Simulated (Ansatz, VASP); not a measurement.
# P in VASP and in Ansatz

```xyz
1
Lattice="4.1393 0.0000 0.0000 0.0000 4.1393 0.0000 0.0000 0.0000 4.6652" Properties=species:S:1:pos:R:3 pbc="T T T"
P     0.0000    0.0000    0.0000
```

Alike in both runs: task single point; functional PBEsol; dispersion D3(BJ); k mesh 12 × 12 × 12; occupations gaussian, width 0.15 eV; no spin polarisation.

```csv
,VASP,Ansatz
version,VASP 6.6.1,Ansatz 0.2.0
potentials or method,"VASP PAW PBE potentials, release 64 (P), cutoff 520 eV","scalar-relativistic, plane waves, PAW"
valence electrons in the cell,5,5
```

```tsv
	VASP	Ansatz	Ansatz less VASP
gap on the k mesh at the Fermi level (eV)	none	none	-
pressure (GPa)	-4.1	-4.1	+0.01
traceless stress, the component that is largest in VASP (GPa)	1.40	1.40	+0.001
```

VASP's potentials were made for PBE, not for PBEsol. A gap of «none» marks a metal or a gap that the smearing closes.
